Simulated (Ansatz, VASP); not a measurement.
One calculation of Ta4N5, two programs

File POSCAR:

```
Ta4N5
1.0
   -3.4327044557      3.4327044557      2.1318811529
    3.4327044557     -3.4327044557      2.1318811529
    3.4327044557      3.4327044557     -2.1318811529
Ta N
4 5
Direct
    0.7829399314      0.6056050453      0.3885449767
    0.3943949547      0.7829399314      0.1773348861
    0.6056050453      0.2170600686      0.8226651139
    0.2170600686      0.3943949547      0.6114550233
    0.5000000000      0.5000000000      0.0000000000
    0.9082991208      0.3085216554      0.2168207762
    0.6914783446      0.9082991208      0.5997774654
    0.3085216554      0.0917008792      0.4002225346
    0.0917008792      0.6914783446      0.7831792238
```

INCAR.step1

```
SYSTEM = Ta4N5
PREC = Accurate
ENCUT = 520
ISMEAR = 0
SIGMA = 0.1
LREAL = .FALSE.
LASPH = .TRUE.
NELM = 60
NBANDS = 44
GGA = PE
ALGO = Normal
EDIFF = 1E-4
LWAVE = .TRUE.
LCHARG = .FALSE.
```

File INCAR.step2:

```
SYSTEM = Ta4N5
PREC = Accurate
ENCUT = 520
EDIFF = 1E-6
ISMEAR = 0
SIGMA = 0.1
LREAL = .FALSE.
LASPH = .TRUE.
NELM = 60
ALGO = Normal
ISIF = 2
LWAVE = .FALSE.
LCHARG = .FALSE.
METAGGA = R2SCAN
LMIXTAU = .TRUE.
NBANDS = 44
ISTART = 1
```

Contents of KPOINTS:

```
Automatic mesh
0
G
  10 10 10
  0 0 0
```

Input for Ansatz:

```yaml
crystal:
  lattice:
    - [-3.4327044557, 3.4327044557, 2.1318811529]
    - [3.4327044557, -3.4327044557, 2.1318811529]
    - [3.4327044557, 3.4327044557, -2.1318811529]
  atoms:
    - { symbol: Ta, position: [0.7829399314, 0.6056050453, 0.3885449767] }
    - { symbol: Ta, position: [0.3943949547, 0.7829399314, 0.1773348861] }
    - { symbol: Ta, position: [0.6056050453, 0.2170600686, 0.8226651139] }
    - { symbol: Ta, position: [0.2170600686, 0.3943949547, 0.6114550233] }
    - { symbol: "N", position: [0.5, 0.5, 0.0] }
    - { symbol: "N", position: [0.9082991208, 0.3085216554, 0.2168207762] }
    - { symbol: "N", position: [0.6914783446, 0.9082991208, 0.5997774654] }
    - { symbol: "N", position: [0.3085216554, 0.0917008792, 0.4002225346] }
    - { symbol: "N", position: [0.0917008792, 0.6914783446, 0.7831792238] }
basis:
  ecutwfc: 500
kpoints:
  mp_grid: { grid: [10, 10, 10] }
  band_path:
    path:
      - [[0.0, 0.0, 0.0], [-0.5, 0.5, 0.0], [-0.5, 0.5, 0.5], [0.0, 0.0, 0.0], [-0.34642578, -0.34642578, 0.34642578]]
      - [[-0.65357422, 0.34642578, 0.65357422], [-0.5, 0.5, 0.5]]
      - [[-0.5, 0.5, 0.0], [-0.75, 0.25, 0.25], [-0.5, 0.0, 0.5], [0.0, 0.0, 0.0]]
    npoints: 14
hamiltonian:
  xc: r2scan
scf:
  occupations: { method: gaussian, width: 0.1 }
  n_extra_bands: 22
output:
  forces: true
  stress: true
  eigenvalues: true
  populations: true
  dos: { projected: true, de: 0.02, nscf_kmesh: { grid: [15, 15, 15] } }
  bader: true
  write_density: true
  write_potential: true
  elf: true
  volumetric_format: npy
```

Alike in both runs: task single point; functional r2SCAN; k mesh 10 × 10 × 10; occupations gaussian, width 0.1 eV; no spin polarisation.

|  | VASP | Ansatz |
| --- | --- | --- |
| version | VASP 6.6.1 | Ansatz 0.2.0 |
| potentials or method | VASP PAW PBE potentials, release 64 (Ta_pv, N), cutoff 520 eV | scalar-relativistic, plane waves, PAW |
| valence electrons in the cell | 69 | 77 |

```csv
,VASP,Ansatz,Ansatz less VASP
gap on the k mesh at the Fermi level (eV),none,none,-
pressure (GPa),1.5,0.0,-1.51
rms of the force components (eV/Å),0.016,0.001,-0.0154
```

VASP's potentials were made for PBE, not for r2SCAN. Atom by atom the forces differ by 0.016 eV/Å (rms over components). A gap of «none» marks a metal or a gap that the smearing closes. VASP's potentials hold 69 valence electrons a cell and Ansatz's 77, so a difference there can come from the potentials and not from the codes.

Neither program's run includes spin-orbit coupling.
